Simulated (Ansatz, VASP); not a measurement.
## Zn in VASP and in Ansatz

The input INCAR:

```
  PREC = Accurate
  ENCUT = 520
  EDIFF = 1E-7
  ISMEAR = 0
  SIGMA = 0.15
  LREAL = F
  LASPH = T
  NELM = 80
  ALGO = Fast
  ISIF = 2
  LWAVE = F
  LCHARG = T
  LELF = T
  LVHAR = T
  NBANDS = 19
```

KPOINTS

```
Automatic mesh
0
Gamma
  21 21 10
```

File POSCAR:

```
Zn
1.0
    2.5049101700      0.0000000000      0.0000000000
   -1.2524550850      2.1693158414      0.0000000000
    0.0000000000      0.0000000000      4.9467000000
Zn
2
Direct
    0.3333333333      0.6666666667      0.2500000000
    0.6666666667      0.3333333333      0.7500000000
```

Input for Ansatz:

```yaml
crystal:
  lattice:
    - [2.50491017, 0.0, 0.0]
    - [-1.252455085, 2.1693158414, 0.0]
    - [0.0, 0.0, 4.9467]
  atoms:
    - { symbol: Zn, position: [0.3333333333, 0.6666666667, 0.25] }
    - { symbol: Zn, position: [0.6666666667, 0.3333333333, 0.75] }
basis:
  ecutwfc: 420
kpoints:
  mp_grid: { grid: [21, 21, 10] }
hamiltonian:
  xc: lda
scf:
  occupations: { method: gaussian, width: 0.15 }
output:
  forces: true
  stress: true
  eigenvalues: true
```

Change from the starting cell: strain -0.0600 x Voigt [1, 1, 0, 0, 0, 0], atoms carried along.

Alike in both runs: task single point; functional LDA; k mesh 21 × 21 × 10; occupations gaussian, width 0.15 eV; no spin polarisation.

|  | VASP | Ansatz |
| --- | --- | --- |
| version | VASP 6.6.1 | Ansatz 0.2.0 |
| potentials or method | VASP PAW LDA potentials, release 64 (Zn), cutoff 520 eV | scalar-relativistic, plane waves, PAW |
| valence electrons in the cell | 24 | 24 |

```tsv
	VASP	Ansatz	Ansatz less VASP
gap on the k mesh at the Fermi level (eV)	none	none	-
pressure (GPa)	4.4	3.6	-0.80
traceless stress, the component that is largest in VASP (GPa)	-4.54	-4.16	+0.380
```

LDA's correlation is that of Perdew and Zunger in VASP and of Perdew and Wang (1992) in Ansatz. A gap of «none» marks a metal or a gap that the smearing closes.
